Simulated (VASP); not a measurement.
Here is a VASP 6.6.1 calculation.

File INCAR:

```
SYSTEM = CdO
PREC = Accurate
ENCUT = 600
EDIFF = 1E-6
ISMEAR = 0
SIGMA = 0.1
LREAL = .FALSE.
LASPH = .TRUE.
NELM = 120
ALGO = Normal
ISIF = 2
LWAVE = .FALSE.
LCHARG = .FALSE.
GGA = PS
NBANDS = 16
GGA_COMPAT = .FALSE.
```

Contents of KPOINTS:

```
regular mesh
0
G
  6 6 6
  0 0 0
```

POSCAR

```
CdO
1.0
    0.0000000000      2.4278076340      2.4278076340
    2.4278076340      0.0000000000      2.4278076340
    2.4278076340      2.4278076340      0.0000000000
Cd O
1 1
Direct
    0.0000000000      0.0000000000      0.0000000000
    0.5000000000      0.5000000000      0.5000000000
```

Potentials or basis: VASP PAW PBE potentials, release 64 (Cd, O).

The run is started by

```bash
$ cat potpaw_PBE.64/Cd/POTCAR potpaw_PBE.64/O/POTCAR > POTCAR
$ mpirun -np 1 vasp_std > vasp.out
```

(1) What does it give for the pressure?

(2) Estimate the band gap on the k mesh.

## Answers

(1) -11.0 GPa.

(2) zero (bands 9 and 10 overlap by 0.70 eV).

Caveat: the k points lie up to 0.37 Å⁻¹ apart, too coarse for converged energies and pressures of a metal; the cell differs from its parent crystal (Se replaced by O, lengths x 0.877, strained); semilocal functionals underestimate gaps, and a narrow one can read as zero; the PAW data sets were made with another functional, which shifts forces and pressure a little.
